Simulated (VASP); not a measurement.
# TiC in VASP: a series of runs, part 2 of 2

VASP 6.6.1. Earlier steps stand in the parts before.

### Step 4. Single point, PBE (strain -0.030 along x and y, +0.030 along z)

INCAR reads:

```
PREC = Accurate
ENCUT = 520
EDIFF = 1E-6
ISMEAR = 0
SIGMA = 0.15
LREAL = False
LASPH = True
NELM = 80
ALGO = Normal
ISIF = 2
LWAVE = False
LCHARG = True
GGA = PE
LELF = True
LVHAR = True
NBANDS = 15
```

KPOINTS reads:

```
Automatic mesh
0
Gamma
  18 18 18
```

POSCAR reads:

```
TiC
1.0
    0.0000000000      2.0990800000      2.2289200000
    2.0990800000      0.0000000000      2.2289200000
    2.0990800000      2.0990800000      0.0000000000
Ti C
1 1
Direct
    0.0000000000      0.0000000000      0.0000000000
    0.5000000000      0.5000000000      0.5000000000
```

Potentials or basis: VASP PAW PBE potentials, release 64 (Ti_sv, C).

Launch:

```console
cat potpaw_PBE.64/Ti_sv/POTCAR potpaw_PBE.64/C/POTCAR > POTCAR
mpirun -np 1 vasp_std > vasp.out
```

OUTCAR:

```text
PREC = Accurate
   ENCUT = 520
   EDIFF = 1E-6
   ISMEAR = 0
   LREAL = False
   LASPH = True
   NELM = 80
   ISIF = 2
   GGA = PE

 ion  position               nearest neighbor table
   1  0.000  0.000  0.000-   2 2.10   2 2.10   2 2.10   2 2.10   2 2.23   2 2.23
   2  0.500  0.500  0.500-   1 2.10   1 2.10   1 2.10   1 2.10   1 2.23   1 2.23

  LATTYP: Found a body centered tetragonal cell.
 ALAT       =     2.9685474045
 C/A-ratio  =     1.5016906899

  Lattice vectors:

 A1 = (  -2.0990800000,   0.0000000000,   2.2289200000)
 A2 = (   2.0990800000,   0.0000000000,   2.2289200000)
 A3 = (   0.0000000000,   2.0990800000,  -2.2289200000)

Analysis of symmetry for initial positions (statically):
=====================================================================
 Subroutine PRICEL returns:
 Original cell was already a primitive cell.

 Routine SETGRP: Setting up the symmetry group for a
 body centered tetragonal supercell.

 Subroutine GETGRP returns: Found 16 space group operations
 (whereof 16 operations were pure point group operations)
 out of a pool of 16 trial point group operations.

The static configuration has the point symmetry D_4h.

[... 168 lines left out ...]
  band No.  band energies     occupation
      1     -46.6626      2.00000
      2     -22.7305      2.00000
      3     -22.6395      2.00000
      4     -22.6395      2.00000
      5      -2.7416      2.00000
      6      10.2192      0.00023
      7      10.6934      0.00000
      8      10.6934      0.00000
      9      11.2886      0.00000
     10      11.3699      0.00000
     11      11.6210      0.00000
     12      11.6210      0.00000
     13      11.8363      0.00000
     14      20.8887      0.00000
[... 401 lines left out ...]
      2     -22.9474      2.00000
      3     -22.7620      2.00000
      4     -22.6441      2.00000
      5      -1.3676      2.00000
      6       7.0774      2.00000
      7       7.9983      2.00000
      8       8.0472      2.00000
      9      11.4877      0.00000
     10      11.7765      0.00000
     11      12.9186      0.00000
     12      14.8439      0.00000
     13      16.6575      0.00000
     14      21.5543      0.00000
     15      24.2623      0.00000

 [... further k-points ...]
[... 5 lines left out ...]
  --------------------------------------------------------------------------------------
  -------------------------------------------------------------------------------------
  Total        2.4333546      2.4333546     -0.6807835      0.0000000     -0.0000000      0.0000000
  in kB      198.4876635    198.4876635    -55.5312077      0.0000000     -0.0000000      0.0000000
  external PRESSURE =     113.8147064 kB  Pullay stress =       0.0000000 kB

 VOLUME and BASIS-vectors are now :
 -----------------------------------------------------------------------------
  energy-cutoff  :      520.00
  volume of cell :       19.64
      direct lattice vectors                 reciprocal lattice vectors
     0.000000000  2.099080000  2.228920000    -0.238199592  0.238199592  0.224323888
     2.099080000  0.000000000  2.228920000     0.238199592 -0.238199592  0.224323888
     2.099080000  2.099080000  0.000000000     0.238199592  0.238199592 -0.224323888

 POSITION                                       TOTAL-FORCE (eV/Angst)
 -----------------------------------------------------------------------------------
      0.00000      0.00000      0.00000        -0.000000     -0.000000     -0.000000
      2.09908      2.09908      2.22892         0.000000      0.000000      0.000000
 -----------------------------------------------------------------------------------
    total drift:                                0.000000     -0.000000     -0.000000

  FREE ENERGIE OF THE ION-ELECTRON SYSTEM (eV)
  ---------------------------------------------------
  free  energy   TOTEN  =       -18.6262457498 eV

  energy  without entropy=      -18.6229854724  energy(sigma->0) =      -18.62461561
```

OSZICAR:

```text
N       E                     dE             d eps       ncg     rms          rms(c)
DAV:   1     0.118018980734E+03    0.11802E+03   -0.79872E+03 14498   0.128E+03
DAV:   2    -0.166330495279E+02   -0.13465E+03   -0.12618E+03 15394   0.337E+02
DAV:   3    -0.238952428113E+02   -0.72622E+01   -0.71483E+01 18376   0.769E+01
DAV:   4    -0.241330230342E+02   -0.23778E+00   -0.23758E+00 18396   0.127E+01
DAV:   5    -0.241383004001E+02   -0.52774E-02   -0.52748E-02 18443   0.169E+00    0.191E+01
DAV:   6    -0.191648564290E+02    0.49734E+01   -0.11585E+01 20371   0.566E+01    0.672E+00
DAV:   7    -0.186489809611E+02    0.51588E+00   -0.19630E+00 16707   0.200E+01    0.523E+00
DAV:   8    -0.186252716302E+02    0.23709E-01   -0.11191E-01 16929   0.400E+00    0.295E+00
DAV:   9    -0.186288568629E+02   -0.35852E-02   -0.68219E-02 19116   0.314E+00    0.762E-01
DAV:  10    -0.186272595625E+02    0.15973E-02   -0.93143E-03 19109   0.135E+00    0.508E-01
DAV:  11    -0.186262717026E+02    0.98786E-03   -0.20859E-03 16760   0.653E-01    0.889E-02
DAV:  12    -0.186262486731E+02    0.23030E-04   -0.20470E-04 16192   0.145E-01    0.195E-02
DAV:  13    -0.186262460179E+02    0.26551E-05   -0.12221E-05 18521   0.321E-02    0.564E-03
DAV:  14    -0.186262457498E+02    0.26818E-06   -0.20156E-07 10686   0.561E-03
   1 F= -.18626246E+02 E0= -.18624616E+02  d E =-.326028E-02
```

stdout:

```text
POSCAR found type information on POSCAR TiC
 POSCAR found :  2 types and       2 ions
 scaLAPACK will be used
 LDA part: xc-table for (Slater+PW92), standard interpolation
 POSCAR, INCAR and KPOINTS ok, starting setup
 FFT: planning ... GRIDC
 FFT: planning ... GRID_SOFT
 FFT: planning ... GRID
 WAVECAR not read
 entering main loop
```

Run time: 4.8 min. Hardware: 1 thread of AMD EPYC 7R13, shared host; peak memory 0.23 GiB.

Results:

```yaml
Free_energy: -18.6262 eV
Pressure: 11.4 GPa
Band_gap_on_the_k_mesh: zero (band 8 reaches 10.69 eV, above the bottom of band 9 at 9.23 eV)
```

Caveat: the cell differs from its parent crystal (strain -0.030 along x and y, +0.030 along z).

### Step 5. Single point, PBE (strain +0.000 along x and y, -0.030 along z)

INCAR reads:

```
SYSTEM = TiC
  PREC = Accurate
  ENCUT = 520
  EDIFF = 1E-6
  ISMEAR = 0
  SIGMA = 0.15
  LREAL = .FALSE.
  LASPH = .TRUE.
  NELM = 100
  ALGO = Normal
  ISIF = 2
  LWAVE = .FALSE.
  LCHARG = .FALSE.
  GGA = PE
  NBANDS = 15
```

KPOINTS reads:

```
Automatic mesh
0
G
  18 18 18
  0 0 0
```

POSCAR reads:

```
TiC
1.0
    0.0000000000      2.1640000000      2.0990800000
    2.1640000000      0.0000000000      2.0990800000
    2.1640000000      2.1640000000      0.0000000000
Ti C
1 1
Direct
    0.0000000000      0.0000000000      0.0000000000
    0.5000000000      0.5000000000      0.5000000000
```

Potentials or basis: VASP PAW PBE potentials, release 64 (Ti_sv, C).

Launch:

```console
cat potpaw_PBE.64/Ti_sv/POTCAR potpaw_PBE.64/C/POTCAR > POTCAR
mpirun -np 1 vasp_std > vasp.out
```

OUTCAR:

```text
SYSTEM = TiC
   PREC = Accurate
   ENCUT = 520
   EDIFF = 1E-6
   ISMEAR = 0
   LREAL = .FALSE.
   LASPH = .TRUE.
   NELM = 100
   ISIF = 2
   GGA = PE

 ion  position               nearest neighbor table
   1  0.000  0.000  0.000-   2 2.10   2 2.10   2 2.16   2 2.16   2 2.16   2 2.16
   2  0.500  0.500  0.500-   1 2.10   1 2.10   1 2.16   1 2.16   1 2.16   1 2.16

  LATTYP: Found a body centered tetragonal cell.
 ALAT       =     3.0603581490
 C/A-ratio  =     1.3717871555

  Lattice vectors:

 A1 = (   0.0000000000,  -2.1640000000,  -2.0990800000)
 A2 = (   0.0000000000,   2.1640000000,  -2.0990800000)
[... 611 lines left out ...]
     13      16.0265      0.00000
     14      21.4326      0.00000
     15      24.4392      0.00000

 [... further k-points ...]
[... 5 lines left out ...]
  --------------------------------------------------------------------------------------
  -------------------------------------------------------------------------------------
  Total        0.6049549      0.6049549      2.3893240      0.0000000     -0.0000000      0.0000000
  in kB       49.3014975     49.3014975    194.7207056      0.0000000     -0.0000000      0.0000000
  external PRESSURE =      97.7745669 kB  Pullay stress =       0.0000000 kB

 VOLUME and BASIS-vectors are now :
 -----------------------------------------------------------------------------
  energy-cutoff  :      520.00
  volume of cell :       19.66
      direct lattice vectors                 reciprocal lattice vectors
     0.000000000  2.164000000  2.099080000    -0.231053604  0.231053604  0.238199592
     2.164000000  0.000000000  2.099080000     0.231053604 -0.231053604  0.238199592
     2.164000000  2.164000000  0.000000000     0.231053604  0.231053604 -0.238199592

 POSITION                                       TOTAL-FORCE (eV/Angst)
 -----------------------------------------------------------------------------------
      0.00000      0.00000      0.00000         0.000000      0.000000     -0.000000
      2.16400      2.16400      2.09908         0.000000      0.000000      0.000000
 -----------------------------------------------------------------------------------
    total drift:                                0.000000     -0.000000     -0.000000

  FREE ENERGIE OF THE ION-ELECTRON SYSTEM (eV)
  ---------------------------------------------------
  free  energy   TOTEN  =       -18.6732234643 eV

  energy  without entropy=      -18.6698838933  energy(sigma->0) =      -18.67155368
```

stdout:

```text
POSCAR found type information on POSCAR TiC
 POSCAR found :  2 types and       2 ions
 scaLAPACK will be used
 LDA part: xc-table for (Slater+PW92), standard interpolation
 POSCAR, INCAR and KPOINTS ok, starting setup
 FFT: planning ... GRIDC
 FFT: planning ... GRID_SOFT
 FFT: planning ... GRID
 WAVECAR not read
 entering main loop
```

Run time: 4.8 min. Hardware: 1 thread of AMD EPYC 7R13, shared host; peak memory 0.23 GiB.

What came out:

- Free energy: -18.6732 eV
- Pressure: 9.8 GPa
- Band gap on the k mesh: zero (band 8 reaches 10.67 eV, above the bottom of band 9 at 9.18 eV)

Caveat: the cell differs from its parent crystal (strain +0.000 along x and y, -0.030 along z).

### Step 6. The runs side by side

| cell | gap on the mesh (eV) | pressure (GPa) |
| --- | --- | --- |
| a = 3.106 Å, angles 60.0°, 2 atoms | none | -9.4 |
| a = 3.152 Å, angles 60.0°, 2 atoms | none | -17.7 |
| a = 3.062, b = 3.062, c = 2.969 Å, angles 61.0, 61.0, 58.0°, 2 atoms | none | 11.4 |
| a = 3.015, b = 3.015, c = 3.060 Å, angles 59.5, 59.5, 61.0°, 2 atoms | none | 9.8 |

Alike in all rows: task single point; level PBE; potentials or basis VASP PAW PBE potentials, release 64 (Ti_sv, C); no spin polarisation; k mesh 18 × 18 × 18; cutoff (eV) 520; smearing gaussian 0.15 eV.

Absolute energies hang on the potentials; compare differences alone.
